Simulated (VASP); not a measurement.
Runs of VASP 6.6.1 on NiO. The structure is that of space group F-43m (No. 216), or close to it. The cells are those of the table. 

```csv
task,level,potentials or basis,cell,k mesh,cutoff (eV),grid for exact exchange (PRECFOCK),share of exact exchange,screening parameter,gap on the mesh (eV),pressure (GPa),moment (μB)
single point,PBEsol-based screened hybrid with 25 % exact exchange,"VASP PAW PBE potentials, release 64 (Ni_sv_GW, O)","a = 3.229 Å, angles 60.0°, 2 atoms",5 × 5 × 5,520,Normal,0.25,0.207 1/Å,none,-18.5,2.00
single point,PBE,"VASP PAW PBE potentials, release 64 (Ni_sv_GW, O_h)","a = 3.229 Å, angles 60.0°, 2 atoms",10 × 10 × 10,1340,-,-,-,none,-7.1,1.98
single point,PBE-based screened hybrid with 25 % exact exchange,"VASP PAW PBE potentials, release 64 (Ni_sv_GW, O)","a = 3.145 Å, angles 60.0°, 2 atoms",5 × 5 × 5,520,Normal,0.25,0.3 1/Å,none,(a),2.00
relaxation of cell and atoms,HF,"VASP PAW PBE potentials, release 64 (Ni, O)","relaxed from a = 3.229 Å, angles 60.0°, 2 atoms",5 × 5 × 5,600,Normal,1,-,4.86,0.1,2.00
single point,PBEsol-based screened hybrid with 25 % exact exchange,"VASP PAW PBE potentials, release 64 (Ni_sv_GW, O)","a = 3.109 Å, angles 60.0°, 2 atoms",5 × 5 × 5,520,Normal,0.25,0.207 1/Å,none,(b),2.00
```

Alike in all rows: spin collinear, ferromagnetic start; smearing fermi-dirac 0.05 eV.

Fill in the values left out.

(a) -2.1; (b) -1.9.

Caveats: some runs use coarse meshes; a cell with one magnetic atom can't hold antiferromagnetic order, which such compounds often take; the PAW data sets were made with another functional, which shifts forces and pressure a little (at least some runs); the cell stands under tension (at least some runs); semilocal functionals often make such compounds metallic where correlation or magnetic order opens a gap, which also shifts bond lengths (at least some runs); an odd mesh through Γ misses points on the zone boundary, where band edges can lie (at least some runs).

A gap of «none» marks levels without a gap at the run's occupations.

The runs don't all hold the same shells in valence.
